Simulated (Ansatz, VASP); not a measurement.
# Two plane-wave programs on Ga

```
Ga
1.0
    -3.05199    3.05199    3.05199
     3.05199   -3.05199    3.05199
     3.05199    3.05199   -3.05199
Ga
6
Direct
  0.25000 0.62500 0.37500
  0.37500 0.25000 0.62500
  0.75000 0.87500 0.12500
  0.12500 0.75000 0.87500
  0.62500 0.37500 0.25000
  0.87500 0.12500 0.75000
```

Alike in both runs: functional PBE; k mesh 8 × 8 × 8; occupations gaussian, width 0.1 eV; no spin polarisation.

Ansatz relaxed the structure, and its values are those at the end. VASP's run is a single point on that final structure, the one shown.

```csv
,VASP,Ansatz
version,VASP 6.6.1,Ansatz 0.2.0
potentials or method,"VASP PAW PBE potentials, release 64 (Ga_d), cutoff 520 eV","scalar-relativistic, plane waves, PAW"
valence electrons in the cell,78,78
```

```csv
,VASP,Ansatz,Ansatz less VASP
gap on the k mesh at the Fermi level (eV),none,none,-
pressure (GPa),0.1,0.0,-0.14
```

A gap of «none» marks a metal or a gap that the smearing closes.
